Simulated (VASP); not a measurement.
# Ta2Mo (P4_2/mnm) in VASP: single point with PBE

Aim: the single point of Ta2Mo with PBE.

All numbers are computed with VASP 6.6.1; they aren't measurements. Logs are shortened: lines on timing, memory, paths and dates and some standing lists are left out, and cuts for length are marked.

### Step 1. The cell of the first run

It takes space group P4_2/mnm (No. 136, tetragonal). Conventional cell: a = 5.385 Å, b = 5.385 Å, c = 4.509 Å, α = 90.00°, β = 90.00°, γ = 90.00°. Ta (site symmetry m2m) has 3 Mo at 2.47 to 2.62 Å and 1 Ta at 2.68 Å within 3.3 Å. Within 3.3 Å of Mo (site symmetry mmm) lie 6 Ta at 2.47 to 2.62 Å.

### Step 2. Single point, PBE

INCAR

```
SYSTEM = Ta2Mo
PREC = Accurate
ENCUT = 520
EDIFF = 1E-7
ISMEAR = 0
SIGMA = 0.1
LREAL = .False.
LASPH = .True.
NELM = 60
ALGO = Fast
ISIF = 2
LWAVE = .False.
LCHARG = .False.
GGA = PE
NBANDS = 45
```

KPOINTS

```
Automatic mesh
0
Gamma
  4 4 6
  0 0 0
```

POSCAR

```
Ta2Mo
1.0
    5.3854165034      0.0000000000      0.0000000000
    0.0000000000      5.3854165034      0.0000000000
    0.0000000000      0.0000000000      4.5086258638
Ta Mo
4 2
Direct
    0.3239333323      0.3239333323      0.0000000000
    0.1760666677      0.8239333323      0.5000000000
    0.6760666677      0.6760666677      0.0000000000
    0.8239333323      0.1760666677      0.5000000000
    0.0000000000      0.0000000000      0.0000000000
    0.5000000000      0.5000000000      0.5000000000
```

Potentials or basis: VASP PAW PBE potentials, release 64 (Ta_pv, Mo_sv).

The run is started by

```
cat potpaw_PBE.64/Ta_pv/POTCAR potpaw_PBE.64/Mo_sv/POTCAR > POTCAR
mpirun -np 1 vasp_std > vasp.out
```

OUTCAR:

```text
SYSTEM = Ta2Mo
   PREC = Accurate
   ENCUT = 520
   EDIFF = 1E-7
   ISMEAR = 0
   LREAL = .False.
   LASPH = .True.
   NELM = 60
   ISIF = 2
   GGA = PE

 ion  position               nearest neighbor table
   1  0.324  0.324  0.000-   5 2.47   6 2.62   6 2.62   3 2.68   4 3.60   2 3.60   4 3.60   2 3.60
                             2 3.60   2 3.60   4 3.60   4 3.60
   2  0.176  0.824  0.500-   6 2.47   5 2.62   5 2.62   4 2.68   1 3.60   1 3.60   3 3.60   3 3.60
                             1 3.60   1 3.60   3 3.60   3 3.60
   3  0.676  0.676  0.000-   5 2.47   6 2.62   6 2.62   1 2.68   4 3.60   2 3.60   4 3.60   2 3.60
                             4 3.60   4 3.60   2 3.60   2 3.60
   4  0.824  0.176  0.500-   6 2.47   5 2.62   5 2.62   2 2.68   3 3.60   1 3.60   3 3.60   1 3.60
                             3 3.60   3 3.60   1 3.60   1 3.60
   5  0.000  0.000  0.000-   1 2.47   3 2.47   2 2.62   4 2.62   2 2.62   4 2.62
   6  0.500  0.500  0.500-   2 2.47   4 2.47   3 2.62   1 2.62   1 2.62   3 2.62

  LATTYP: Found a simple tetragonal cell.
 ALAT       =     5.3854165034
 C/A-ratio  =     0.8371916751

  Lattice vectors:

 A1 = (   5.3854165034,   0.0000000000,   0.0000000000)
 A2 = (   0.0000000000,   5.3854165034,   0.0000000000)
 A3 = (   0.0000000000,   0.0000000000,   4.5086258638)

Analysis of symmetry for initial positions (statically):
=====================================================================
 Subroutine PRICEL returns:
 Original cell was already a primitive cell.

 Routine SETGRP: Setting up the symmetry group for a
 simple tetragonal supercell.

 Subroutine GETGRP returns: Found 16 space group operations
 (whereof  8 operations were pure point group operations)
 out of a pool of 16 trial point group operations.

The static configuration has the point symmetry D_2h.
 The point group associated with its full space group is D_4h.

Analysis of symmetry for dynamics (positions and initial velocities):
=====================================================================
 Subroutine PRICEL returns:
 Original cell was already a primitive cell.

 Routine SETGRP: Setting up the symmetry group for a
 simple tetragonal supercell.

 Subroutine GETGRP returns: Found 16 space group operations
 (whereof  8 operations were pure point group operations)
 out of a pool of 16 trial point group operations.

The dynamic configuration has the point symmetry D_2h.
 The point group associated with its full space group is D_4h.

 Subroutine INISYM returns: Found 16 space group operations
 (whereof  8 operations are pure point group operations),
[... 107 lines left out ...]
   IBRION =     -1    ionic relax: 0-MD 1-quasi-New 2-CG
   NFREE  =      0    steps in history (QN), initial steepest desc. (CG)
   ISIF   =      2    stress and relaxation
   ISYM   =      2    0-nonsym 1-usesym 2-fastsym
   POTIM  = 0.5000    time-step for ionic-motion
   TEBEG  =    0.0;   TEEND  =   0.0 temperature during run
   PSTRESS=    0.0 pullay stress
   NELECT =      72.0000    total number of electrons
   NUPDOWN=      -1.0000    fix difference up-down
   EMIN   =  10.00;   EMAX   =-10.00  energy-range for DOS
   EFERMI =   0.00;   METHOD = LEGACY
   ISMEAR =     0;   SIGMA  =   0.10  broadening in eV -4-tet -1-fermi 0-gaus
   EFERMI_NEDOS =   21; number of points for ismear=-14 and -15
   IALGO  =     68    algorithm
   IMIX   =      4    mixing-type and parameters
     AMIX     =   0.40;   BMIX     =  1.00
     AMIX_MAG =   1.60;   BMIX_MAG =  1.00
  volume/ion in A,a.u.               =      21.79       147.07
  Fermi-wavevector in a.u.,A,eV,Ry     =   1.341811  2.535655 24.496707  1.800457
  Thomas-Fermi vector in A             =   2.470015
   LORBIT       =      0    0 simple, 1 ext, 2 COOP (PROOUT), +10 PAW based schemes
   GGA     = PE    functional components
   LHFCALC =     F    Hartree Fock is set to
   AEXX    =    0.0000 exact exchange contribution
   IVDW    =     0    specifies the selected vdW correction
   LEPSILON=     F    determine dielectric tensor
   LRPA    =     F    only Hartree local field effects (RPA)
 non-spin polarized calculation
 RMM-DIIS sequential band-by-band and
 Gauss-broadening in eV      SIGMA  =   0.10
  energy-cutoff  :      520.00
  volume of cell :      130.76
 maximum number of plane-waves:      3564
   NGX = 21   NGY = 21   NGZ = 17

 number of electron      71.9999997 magnetization

 Free energy of the ion-electron system (eV)
  ---------------------------------------------------
  ext. energy  EPLUGINS =         0.00000000
  ---------------------------------------------------
  free energy    TOTEN  =       -61.20761407 eV

  energy without entropy =      -61.18156634  energy(sigma->0) =      -61.19459020

 E-fermi :   5.7528     XC(G=0): -11.3896

 val. band max:        5.6852434750   @ k =   0.5000   0.2500   0.1667
 cond. band min:       5.7717414578   @ k =   0.5000   0.0000   0.0000
 fundamental gap:      0.0864979828
 Fermi energy:         5.7527816909

 k-point     1 :       0.0000    0.0000    0.0000
  band No.  band energies     occupation
      1     -54.5054      2.00000
      2     -54.5004      2.00000
      3     -29.7973      2.00000
      4     -29.6946      2.00000
      5     -29.6946      2.00000
      6     -29.5418      2.00000
[... 1141 lines left out ...]
     44       7.9765      0.00000
     45       8.1229      0.00000

------------------------ aborting loop because EDIFF is reached ----------------------------------------

  FORCE on cell =-STRESS in cart. coord.  units (eV):
  Direction    XX          YY          ZZ          XY          YZ          ZX
  --------------------------------------------------------------------------------------
  -------------------------------------------------------------------------------------
  Total        0.2032352      0.2032352      0.1772129     -0.0000000      0.0000000      0.0000000
  in kB        2.4901573      2.4901573      2.1713168     -0.0000000      0.0000000      0.0000000
  external PRESSURE =       2.3838771 kB  Pullay stress =       0.0000000 kB

 VOLUME and BASIS-vectors are now :
 -----------------------------------------------------------------------------
  energy-cutoff  :      520.00
  volume of cell :      130.76
      direct lattice vectors                 reciprocal lattice vectors
     5.385416503  0.000000000  0.000000000     0.185686659  0.000000000  0.000000000
     0.000000000  5.385416503  0.000000000     0.000000000  0.185686659  0.000000000
     0.000000000  0.000000000  4.508625864     0.000000000  0.000000000  0.221797069

 POSITION                                       TOTAL-FORCE (eV/Angst)
 -----------------------------------------------------------------------------------
      1.74452      1.74452      0.00000         0.011324      0.011324     -0.000000
      0.94819      4.43722      2.25431        -0.011324      0.011324     -0.000000
      3.64090      3.64090      0.00000        -0.011324     -0.011324      0.000000
      4.43722      0.94819      2.25431         0.011324     -0.011324      0.000000
      0.00000      0.00000      0.00000        -0.000000      0.000000      0.000000
      2.69271      2.69271      2.25431        -0.000000      0.000000      0.000000
 -----------------------------------------------------------------------------------
    total drift:                               -0.000000      0.000000     -0.000000

  FREE ENERGIE OF THE ION-ELECTRON SYSTEM (eV)
  ---------------------------------------------------
  free  energy   TOTEN  =       -61.2076140684 eV

  energy  without entropy=      -61.1815663357  energy(sigma->0) =      -61.19459020
```

OSZICAR:

```text
N       E                     dE             d eps       ncg     rms          rms(c)
DAV:   1     0.799803409407E+03    0.79980E+03   -0.40552E+04  2168   0.162E+03
DAV:   2    -0.240114677815E+02   -0.82381E+03   -0.80508E+03  2320   0.500E+02
DAV:   3    -0.642747032590E+02   -0.40263E+02   -0.39124E+02  2894   0.968E+01
[... 18 lines left out ...]
RMM:  22    -0.612076175695E+02   -0.31043E-05   -0.34147E-05  3342   0.162E-02    0.170E-02
RMM:  23    -0.612076187513E+02   -0.11818E-05   -0.43389E-06  2774   0.437E-03    0.182E-02
RMM:  24    -0.612076145924E+02    0.41588E-05   -0.69980E-06  3275   0.786E-03    0.813E-03
RMM:  25    -0.612076140777E+02    0.51472E-06   -0.76114E-06  3032   0.705E-03    0.187E-03
RMM:  26    -0.612076140684E+02    0.93423E-08   -0.52675E-07  2085   0.186E-03
   1 F= -.61207614E+02 E0= -.61194590E+02  d E =-.260477E-01
```

Wall time 7.6 min (1 thread of Intel Xeon 8259CL, shared host); peak memory 0.29 GiB.

Results:

```yaml
Free_energy: -61.2076 eV
Pressure: 0.2 GPa
Largest_force: 0.016 eV/Å
Band_gap_on_the_k_mesh: zero (bands 36 and 37 overlap by 1.17 eV)
```

Forces on the atoms (eV/Å):
```
Ta   0.011  0.011  0.000
Ta  -0.011  0.011  0.000
Ta  -0.011 -0.011  0.000
Ta   0.011 -0.011  0.000
Mo   0.000  0.000  0.000
Mo   0.000  0.000  0.000
```

Levels at points of the mesh, in eV from the Fermi level:
```tsv
k point	band 32	band 33	band 34	band 35	band 36	band 37	band 38	band 39	band 40	band 41
(0.00, 0.00, 0.00)	-1.55	-1.12	-0.96	-0.79	-0.79	0.61	1.33	1.40	1.40	1.75
(0.50, 0.00, 0.00)	-1.35	-1.27	-1.27	-0.45	-0.45	0.02	0.02	1.10	1.10	1.18
(0.50, 0.50, 0.00)	-1.26	-1.25	-1.25	-1.05	-1.05	-0.81	-0.81	0.11	0.11	1.18
(0.00, 0.00, 0.50)	-2.60	-0.54	-0.54	0.36	0.36	0.41	0.41	1.38	1.38	1.71
(0.50, 0.00, 0.50)	-1.87	-1.16	-1.16	-0.52	-0.52	-0.21	-0.21	0.49	0.49	1.45
(0.50, 0.50, 0.50)	-1.67	-1.28	-1.28	-0.62	-0.62	0.54	0.54	1.23	1.23	1.46
```

Caveat: spin-orbit coupling is left out, which moves the levels of the heavy elements.
